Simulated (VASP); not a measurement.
Here is a VASP 6.6.1 calculation.

Contents of POSCAR:

```
Si
1.0
    3.6786320249      0.0000000000      0.0000000000
   -1.8393160125      3.1857887847      0.0000000000
    0.0000000000      0.0000000000      6.3418199252
Si
4
Direct
    0.3333333333      0.6666666667      0.0630908785
    0.6666666667      0.3333333333      0.5630908785
    0.3333333333      0.6666666667      0.4369091215
    0.6666666667      0.3333333333      0.9369091215
```

File INCAR.step1:

```
PREC = Accurate
ENCUT = 520
ISMEAR = 0
SIGMA = 0.05
LREAL = F
LASPH = T
NELM = 60
NBANDS = 16
GGA = PE
ALGO = Normal
EDIFF = 1E-4
LWAVE = T
LCHARG = F
```

INCAR.step2

```
PREC = Accurate
ENCUT = 520
EDIFF = 1E-6
ISMEAR = 0
SIGMA = 0.05
LREAL = F
LASPH = T
NELM = 60
ALGO = Normal
ISIF = 2
LWAVE = F
LCHARG = F
METAGGA = R2SCAN
LMIXTAU = T
NBANDS = 16
ISTART = 1
```

File KPOINTS:

```
Automatic mesh
0
Gamma
  12 12 4
```

Potentials or basis: VASP PAW PBE potentials, release 64 (Si).

The run is started by

```bash
$ cat potpaw_PBE.64/Si/POTCAR > POTCAR
$ cp INCAR.step1 INCAR
$ mpirun -np 1 vasp_std > vasp.out
$ cp INCAR.step2 INCAR
$ mpirun -np 1 vasp_std > vasp.out
```

Problem. What does it give for the largest force?

Solution. 0.579 eV/Å.

Problem. What does it give for the band gap on the k mesh?

Solution. 0.61 eV (least direct gap 1.86 eV).

Problem. Predict the pressure.

Solution. 9.3 GPa.

Forces in eV/Å, atoms in the order of the input:
```
Si   0.000  0.000  0.579
Si   0.000  0.000  0.579
Si   0.000  0.000 -0.579
Si   0.000  0.000 -0.579
```

Caveat: the cell differs from its parent crystal (strain -0.040 along x and y, +0.000 along z); the cell stands under pressure; the PAW data sets were made with another functional, which shifts forces and pressure a little. A k mesh can miss the band edges.
